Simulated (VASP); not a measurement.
Input of a VASP 6.6.1 run:

File INCAR:

```
SYSTEM = AlN
PREC = Accurate
ENCUT = 600
EDIFF = 1E-6
ISMEAR = 0
SIGMA = 0.01
LREAL = .FALSE.
LASPH = .TRUE.
NELM = 120
ALGO = Normal
ISIF = 2
LWAVE = .FALSE.
LCHARG = .TRUE.
GGA = PS
LELF = .TRUE.
LVHAR = .TRUE.
NBANDS = 11
GGA_COMPAT = .FALSE.
```

The input KPOINTS:

```
Automatic mesh
0
G
  8 8 8
  0 0 0
```

File POSCAR:

```
AlN
1.0
    0.0000000000      2.1886332073      2.1886332073
    2.1886332073      0.0000000000      2.1886332073
    2.1886332073      2.1886332073      0.0000000000
Al N
1 1
Direct
    0.0000000000      0.0000000000      0.0000000000
    0.2500000000      0.2500000000      0.2500000000
```

Potentials or basis: VASP PAW PBE potentials, release 64 (Al, N).

Launch:

```sh
$ cat potpaw_PBE.64/Al/POTCAR potpaw_PBE.64/N/POTCAR > POTCAR
$ mpirun -np 1 vasp_std > vasp.out
```

Predict the band gap on the k mesh.

3.18 eV, indirect (least direct gap 4.08 eV).

Estimate the pressure.

-0.1 GPa.

Caveat: the PAW data sets were made with another functional, which shifts forces and pressure a little. A k mesh can miss the band edges.
